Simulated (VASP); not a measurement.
A run of VASP 6.6.1:

The input INCAR:

```
PREC = Accurate
ENCUT = 520
EDIFF = 1E-6
ISMEAR = -1
SIGMA = 0.02
LREAL = F
LASPH = T
NELM = 100
ALGO = Normal
ISIF = 2
LWAVE = F
LCHARG = F
GGA = PS
NBANDS = 14
```

Contents of KPOINTS:

```
regular mesh
0
Gamma
  7 7 4
```

Contents of POSCAR:

```
I
1.0
    2.9837203175      0.0000000000      0.0000000000
   -1.4918601587      2.5839775927      0.0000000000
    0.0000000000      0.0000000000      5.0331564129
I
2
Direct
    0.3333333333      0.6666666667      0.2500000000
    0.6666666667      0.3333333333      0.7500000000
```

Potentials or basis: VASP PAW PBE potentials, release 64 (I).

Command:

```sh
$ cat potpaw_PBE.64/I/POTCAR > POTCAR
$ mpirun -np 1 vasp_std > vasp.out
```

Hardware: 1 thread of Intel(R) Xeon(R) Platinum 8259CL CPU @ 2.50GHz (Skylake/Cascade Lake), on a shared host.

Q: How long does it take, and how much memory?

A: It took 8.6 s on 1 thread of Intel(R) Xeon(R) Platinum 8259CL CPU @ 2.50GHz (Skylake/Cascade Lake), on a shared host, peak memory 0.15 GiB. Counts: scf iterations 10, k points 24.
